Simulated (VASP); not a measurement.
Here is a VASP 6.6.1 calculation.

INCAR

```
PREC = Accurate
ENCUT = 520
EDIFF = 1E-7
ISMEAR = 0
SIGMA = 0.05
LREAL = F
LASPH = T
NELM = 80
ALGO = Normal
ISIF = 2
LWAVE = F
LCHARG = T
LDIPOL = T
IDIPOL = 3
DIPOL = 0.5 0.5 0.389
GGA = PE
IVDW = 12
LELF = T
LVHAR = T
LVACPOTAV = T
NBANDS = 35
```

The input KPOINTS:

```
regular mesh
0
Gamma
  9 9 1
```

POSCAR

```
WSe2
1.0
    3.2854926884      0.0000000000      0.0000000000
   -1.6427463442      2.8453201321      0.0000000000
    0.0000000000      0.0000000000     24.2386466672
Se W
4 2
Direct
    0.3333333333      0.6666666667      0.1856539295
    0.3333333333      0.6666666667      0.3246601777
    0.5000000000      1.3333333333      0.4529676712
    0.5000000000      1.3333333333      0.5919739193
    0.6666666667      0.3333333333      0.2551570536
    0.8333333333      1.0000000000      0.5224707953
```

Potentials or basis: VASP PAW PBE potentials, release 64 (Se, W_sv).

Launch:

```console
$ cat potpaw_PBE.64/Se/POTCAR potpaw_PBE.64/W_sv/POTCAR > POTCAR
$ mpirun -np 1 vasp_std > vasp.out
```

Q: Predict the band gap on the k mesh.

A: 1.41 eV, indirect (least direct gap 1.62 eV).

Q: What does it give for the largest force?

A: 0.073 eV/Å.

Q: Predict the dispersion energy per atom.

A: -0.400 eV.

Forces in eV/Å, atoms in the order of the input:
```
Se   0.005  0.000 -0.033
Se  -0.063  0.036 -0.006
Se   0.059 -0.038  0.020
Se   0.003  0.001  0.040
W   -0.017  0.009  0.014
W    0.014 -0.008 -0.035
```

Caveat: spin-orbit coupling is left out, which moves the levels of the heavy elements.
